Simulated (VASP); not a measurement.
Set up this calculation in VASP 6.6.1, as the native input.

- Task: single point
- Functional: PBEsol
- Potentials or basis: VASP PAW PBE potentials, release 64 (Os)
- Cutoff: 520 eV
- k mesh: 19 × 19 × 19
- Occupations: fermi-dirac, width 0.05 eV
- Spin: no spin polarisation
- Dipole correction: no
- Further INCAR settings: ALGO = Normal; EDIFF = 1e-06; NBANDS = 10

The structure of Os lies in POSCAR:

```
Os
1.0
    0.0000000000      1.9227594843      1.9227594843
    1.9227594843      0.0000000000      1.9227594843
    1.9227594843      1.9227594843      0.0000000000
Os
1
Direct
    0.0000000000      0.0000000000      0.0000000000
```

These files were run (other wordings do the same):

INCAR

```
SYSTEM = Os
PREC = Accurate ; ENCUT = 520
EDIFF = 1E-6 ; ISMEAR = -1
SIGMA = 0.05 ; LREAL = .False.
LASPH = .True. ; NELM = 100
ALGO = Normal ; ISIF = 2
LWAVE = .False. ; LCHARG = .False.
GGA = PS ; NBANDS = 10
```

KPOINTS

```
regular mesh
0
Gamma
  19 19 19
  0 0 0
```

Potentials or basis: VASP PAW PBE potentials, release 64 (Os).

The run is started by

```console
$ cat potpaw_PBE.64/Os/POTCAR > POTCAR
$ mpirun -np 1 vasp_std > vasp.out
```

It gave:

```
Pressure               : -7.7 GPa
Band gap on the k mesh : zero (band 4 reaches 11.30 eV, above the bottom of band 5 at 7.57 eV)
```

Caveat: the PAW data sets were made with another functional, which shifts forces and pressure a little; spin-orbit coupling is left out, which moves the levels of the heavy elements.

Wall time 24 s on 1 thread of Intel(R) Xeon(R) Platinum 8375C CPU @ 2.90GHz (Ice Lake), with other jobs on the host, peak memory 0.15 GiB.
